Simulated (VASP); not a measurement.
# LiF (Fm-3m) in VASP: a series of runs

LiF is run at these levels: PBE; tasks: single point.

Program: VASP 6.6.1. These are calculated values, not measurements. Logs are shortened: lines on timing, memory, paths and dates and some standing lists are left out, and cuts for length are marked.

## Step 1: The cell of the first run

The structure is cubic, space group Fm-3m (No. 225). The conventional cell has a = 3.899 Å, b = 3.899 Å, c = 3.899 Å, α = 90.00°, β = 90.00°, γ = 90.00°. Within 2.6 Å of Li (site symmetry m-3m) lie 6 F at 1.95 Å. Within 2.6 Å of F (site symmetry m-3m) lie 6 Li at 1.95 Å.

## Step 2: Single point, PBE (7.41 Å³/atom)

Input file INCAR:

```
PREC = Accurate
ENCUT = 520
EDIFF = 1E-6
ISMEAR = 0
SIGMA = 0.02
LREAL = F
LASPH = T
NELM = 80
ALGO = Normal
ISIF = 2
LWAVE = F
LCHARG = T
GGA = PE
LELF = T
LVHAR = T
NBANDS = 12
```

Input file KPOINTS:

```
Automatic mesh
0
Gamma
  10 10 10
```

Input file POSCAR:

```
LiF
1.0
    0.0000000000      1.9493607125      1.9493607125
    1.9493607125      0.0000000000      1.9493607125
    1.9493607125      1.9493607125      0.0000000000
Li F
1 1
Direct
    0.5000000000      0.5000000000      0.5000000000
    0.0000000000      0.0000000000      0.0000000000
```

Potentials or basis: VASP PAW PBE potentials, release 64 (Li_sv, F).

Started as:

```sh
cat potpaw_PBE.64/Li_sv/POTCAR potpaw_PBE.64/F/POTCAR > POTCAR
mpirun -np 1 vasp_std > vasp.out
```

OUTCAR:

```text
PREC = Accurate
   ENCUT = 520
   EDIFF = 1E-6
   ISMEAR = 0
   LREAL = F
   LASPH = T
   NELM = 80
   ISIF = 2
   GGA = PE

 ion  position               nearest neighbor table
   1  0.500  0.500  0.500-   2 1.95   2 1.95   2 1.95   2 1.95   2 1.95   2 1.95
   2  0.000  0.000  0.000-   1 1.95   1 1.95   1 1.95   1 1.95   1 1.95   1 1.95

  LATTYP: Found a face centered cubic cell.
 ALAT       =     3.8987214250

  Lattice vectors:

 A1 = (   0.0000000000,   1.9493607125,   1.9493607125)
 A2 = (   1.9493607125,   0.0000000000,   1.9493607125)
 A3 = (   1.9493607125,   1.9493607125,   0.0000000000)

Analysis of symmetry for initial positions (statically):
=====================================================================
 Subroutine PRICEL returns:
 Original cell was already a primitive cell.

 Routine SETGRP: Setting up the symmetry group for a
 face centered cubic supercell.

 Subroutine GETGRP returns: Found 48 space group operations
 (whereof 48 operations were pure point group operations)
 out of a pool of 48 trial point group operations.

The static configuration has the point symmetry O_h .

Analysis of symmetry for dynamics (positions and initial velocities):
=====================================================================
 Subroutine PRICEL returns:
 Original cell was already a primitive cell.

 Routine SETGRP: Setting up the symmetry group for a
 face centered cubic supercell.

 Subroutine GETGRP returns: Found 48 space group operations
 (whereof 48 operations were pure point group operations)
 out of a pool of 48 trial point group operations.

The dynamic configuration has the point symmetry O_h .

 Subroutine INISYM returns: Found 48 space group operations
 (whereof 48 operations are pure point group operations),
 and found     1 'primitive' translations

----------------------------------------------------------------------------------------

                                     Primitive cell

  volume of cell :      14.8152

  direct lattice vectors                    reciprocal lattice vectors
     0.000000000  1.949360713  1.949360713    -0.256494345  0.256494345  0.256494345
     1.949360713  0.000000000  1.949360713     0.256494345 -0.256494345  0.256494345
     1.949360713  1.949360713  0.000000000     0.256494345  0.256494345 -0.256494345

  length of vectors
     2.756812358  2.756812358  2.756812358     0.444261238  0.444261238  0.444261238

[... 84 lines left out ...]
   IBRION =     -1    ionic relax: 0-MD 1-quasi-New 2-CG
   NFREE  =      0    steps in history (QN), initial steepest desc. (CG)
   ISIF   =      2    stress and relaxation
   ISYM   =      2    0-nonsym 1-usesym 2-fastsym
   POTIM  = 0.5000    time-step for ionic-motion
   TEBEG  =    0.0;   TEEND  =   0.0 temperature during run
   PSTRESS=    0.0 pullay stress
   NELECT =      10.0000    total number of electrons
   NUPDOWN=      -1.0000    fix difference up-down
   EMIN   =  10.00;   EMAX   =-10.00  energy-range for DOS
   EFERMI =   0.00;   METHOD = LEGACY
   ISMEAR =     0;   SIGMA  =   0.02  broadening in eV -4-tet -1-fermi 0-gaus
   EFERMI_NEDOS =   21; number of points for ismear=-14 and -15
   IALGO  =     38    algorithm
   IMIX   =      4    mixing-type and parameters
     AMIX     =   0.40;   BMIX     =  1.00
     AMIX_MAG =   1.60;   BMIX_MAG =  1.00
  volume/ion in A,a.u.               =       7.41        49.99
  Fermi-wavevector in a.u.,A,eV,Ry     =   1.436060  2.713760 28.058869  2.062269
  Thomas-Fermi vector in A             =   2.555290
   LORBIT       =      0    0 simple, 1 ext, 2 COOP (PROOUT), +10 PAW based schemes
   GGA     = PE    functional components
   LHFCALC =     F    Hartree Fock is set to
   AEXX    =    0.0000 exact exchange contribution
   IVDW    =     0    specifies the selected vdW correction
   LEPSILON=     F    determine dielectric tensor
   LRPA    =     F    only Hartree local field effects (RPA)
 non-spin polarized calculation
 Gauss-broadening in eV      SIGMA  =   0.02
  energy-cutoff  :      520.00
  volume of cell :       14.82
 maximum number of plane-waves:       411
 NGX is ok and might be reduce to    24
   NGX = 11   NGY = 11   NGZ = 11

 number of electron      10.0000006 magnetization

 Free energy of the ion-electron system (eV)
  ---------------------------------------------------
  ext. energy  EPLUGINS =         0.00000000
  ---------------------------------------------------
  free energy    TOTEN  =        -9.57686100 eV

  energy without entropy =       -9.57686100  energy(sigma->0) =       -9.57686100

 E-fermi :  -0.2489     XC(G=0): -10.4687

 val. band max:       -0.3858896245   @ k =   0.0000   0.0000   0.0000
 cond. band min:       9.6281078858   @ k =   0.0000   0.0000   0.0000
 fundamental gap:     10.0139975103
 Fermi energy:        -0.2489044741

 k-point     1 :       0.0000    0.0000    0.0000
  band No.  band energies     occupation
      1     -41.1160      2.00000
      2     -20.6458      2.00000
      3      -0.3859      2.00000
      4      -0.3859      2.00000
      5      -0.3859      2.00000
      6       9.6281      0.00000
      7      24.9003      0.00000
      8      24.9003      0.00000
      9      24.9003      0.00000
     10      24.9148      0.00000
     11      24.9148      0.00000
     12      24.9148      0.00000
[... 331 lines left out ...]
 k-point    24 :       0.4000    0.3000    0.0000
  band No.  band energies     occupation
      1     -41.0252      2.00000
      2     -20.0101      2.00000
      3      -3.0201      2.00000
      4      -1.3939      2.00000
      5      -1.2656      2.00000
      6      13.6475      0.00000
      7      17.0103      0.00000
      8      19.2279      0.00000
      9      20.8874      0.00000
     10      21.9682      0.00000
     11      35.8460      0.00000
     12      36.3057      0.00000

 [... further k-points ...]
[... 5 lines left out ...]
  --------------------------------------------------------------------------------------
  -------------------------------------------------------------------------------------
  Total        0.9945175      0.9945175      0.9945175      0.0000000      0.0000000      0.0000000
  in kB      107.5514785    107.5514785    107.5514785      0.0000000      0.0000000      0.0000000
  external PRESSURE =     107.5514785 kB  Pullay stress =       0.0000000 kB

 VOLUME and BASIS-vectors are now :
 -----------------------------------------------------------------------------
  energy-cutoff  :      520.00
  volume of cell :       14.82
      direct lattice vectors                 reciprocal lattice vectors
     0.000000000  1.949360713  1.949360713    -0.256494345  0.256494345  0.256494345
     1.949360713  0.000000000  1.949360713     0.256494345 -0.256494345  0.256494345
     1.949360713  1.949360713  0.000000000     0.256494345  0.256494345 -0.256494345

 POSITION                                       TOTAL-FORCE (eV/Angst)
 -----------------------------------------------------------------------------------
      1.94936      1.94936      1.94936         0.000000      0.000000     -0.000000
      0.00000      0.00000      0.00000        -0.000000     -0.000000      0.000000
 -----------------------------------------------------------------------------------
    total drift:                                0.000000     -0.000000     -0.000000

  FREE ENERGIE OF THE ION-ELECTRON SYSTEM (eV)
  ---------------------------------------------------
  free  energy   TOTEN  =        -9.5768609967 eV

  energy  without entropy=       -9.5768609967  energy(sigma->0) =       -9.57686100
```

OSZICAR:

```text
N       E                     dE             d eps       ncg     rms          rms(c)
DAV:   1     0.283103274663E+02    0.28310E+02   -0.53868E+03  1160   0.878E+02
DAV:   2    -0.803200043983E+01   -0.36342E+02   -0.35634E+02  1364   0.192E+02
DAV:   3    -0.100612889230E+02   -0.20293E+01   -0.20034E+01  1700   0.328E+01
DAV:   4    -0.100912189608E+02   -0.29930E-01   -0.29929E-01  1264   0.416E+00
DAV:   5    -0.100914091827E+02   -0.19022E-03   -0.19022E-03  1456   0.239E-01    0.456E+00
DAV:   6    -0.956613911191E+01    0.52527E+00   -0.23433E+00  1292   0.982E+00    0.132E+00
DAV:   7    -0.957040126999E+01   -0.42622E-02   -0.22772E-02  1448   0.132E+00    0.845E-01
DAV:   8    -0.957679099219E+01   -0.63897E-02   -0.13553E-02  1384   0.122E+00    0.107E-01
DAV:   9    -0.957679542305E+01   -0.44309E-05   -0.93118E-04  1284   0.279E-01    0.411E-02
DAV:  10    -0.957685889856E+01   -0.63476E-04   -0.11055E-04  1280   0.853E-02    0.158E-02
DAV:  11    -0.957686002402E+01   -0.11255E-05   -0.60529E-06  1424   0.230E-02    0.353E-03
DAV:  12    -0.957686102837E+01   -0.10044E-05   -0.46049E-07  1244   0.609E-03    0.870E-04
DAV:  13    -0.957686099674E+01    0.31638E-07   -0.96397E-08   620   0.272E-03
   1 F= -.95768610E+01 E0= -.95768610E+01  d E =-.184438E-24
```

stdout:

```text
POSCAR found type information on POSCAR LiF
 POSCAR found :  2 types and       2 ions
 scaLAPACK will be used
 LDA part: xc-table for (Slater+PW92), standard interpolation
 POSCAR, INCAR and KPOINTS ok, starting setup
 FFT: planning ... GRIDC
 FFT: planning ... GRID_SOFT
 FFT: planning ... GRID
 WAVECAR not read
 entering main loop
```

Run time: 6.5 s. Hardware: 1 thread of AMD EPYC 9R45 (Zen 5), shared host; peak memory 0.1 GiB.

Results:

```yaml
Free_energy: -9.5769 eV
Band_gap_on_the_k_mesh: 10.01 eV
```

Levels at points of the mesh, in eV from the valence-band top:
| k point | band 2 | band 3 | band 4 | band 5 | band 6 | band 7 | band 8 | band 9 |
| --- | --- | --- | --- | --- | --- | --- | --- | --- |
| (0.00, 0.00, 0.00) | -20.26 | 0.00 | 0.00 | 0.00 | 10.01 | 25.29 | 25.29 | 25.29 |
| (0.50, 0.00, 0.00) | -19.75 | -2.83 | -0.26 | -0.26 | 11.30 | 17.94 | 19.68 | 19.68 |
| (0.50, 0.50, 0.00) | -19.40 | -3.45 | -1.15 | -1.15 | 15.77 | 16.93 | 18.69 | 21.43 |

Caveat: the cutoff is under 1.25 times the usual one of these potentials, so pressure, stress and relaxed cells hold a basis-set (Pulay) error. A k mesh can miss the band edges.

## Step 3: Single point, PBE (8.17 Å³/atom)

This run uses another cell than the first one, of 8.17 Å³/atom.

Input file INCAR:

```
SYSTEM = LiF
ALGO = Normal ; EDIFF = 1E-7
ENCUT = 520 ; GGA = PE
ISIF = 2 ; ISMEAR = 0
LASPH = .True. ; LCHARG = .False.
LREAL = .False. ; LWAVE = .False.
NBANDS = 12 ; NELM = 80
PREC = Accurate ; SIGMA = 0.02
```

Input file KPOINTS:

```
k-points
0
Gamma
  10 10 10
  0 0 0
```

Input file POSCAR:

```
LiF
1.0
    0.0000000000      2.0136712201      2.0136712201
    2.0136712201      0.0000000000      2.0136712201
    2.0136712201      2.0136712201      0.0000000000
Li F
1 1
Direct
    0.5000000000      0.5000000000      0.5000000000
    0.0000000000      0.0000000000      0.0000000000
```

Potentials or basis: VASP PAW PBE potentials, release 64 (Li_sv, F).

Started as:

```sh
cat potpaw_PBE.64/Li_sv/POTCAR potpaw_PBE.64/F/POTCAR > POTCAR
mpirun -np 1 vasp_std > vasp.out
```

Run time: 6.4 s. Hardware: 1 thread of AMD EPYC 9R45 (Zen 5), shared host; peak memory 0.1 GiB.

Results (log left out):

```yaml
Free_energy: -9.6374 eV
Band_gap_on_the_k_mesh: 9.09 eV
```

Levels at points of the mesh, in eV from the valence-band top:
```
           k point  band 1  band 2  band 3  band 4  band 5  band 6  band 7  band 8  band 9  band 10
(0.00, 0.00, 0.00)  -40.92  -19.98    0.00    0.00    0.00    9.09   23.97   23.97   23.97    24.33
(0.50, 0.00, 0.00)  -40.86  -19.54   -2.52   -0.23   -0.23   10.78   16.75   18.90   18.90    30.38
(0.50, 0.50, 0.00)  -40.85  -19.28   -3.01   -1.00   -1.00   14.82   16.48   17.46   20.24    20.24
```

Caveat: the cutoff is under 1.25 times the usual one of these potentials, so pressure, stress and relaxed cells hold a basis-set (Pulay) error.
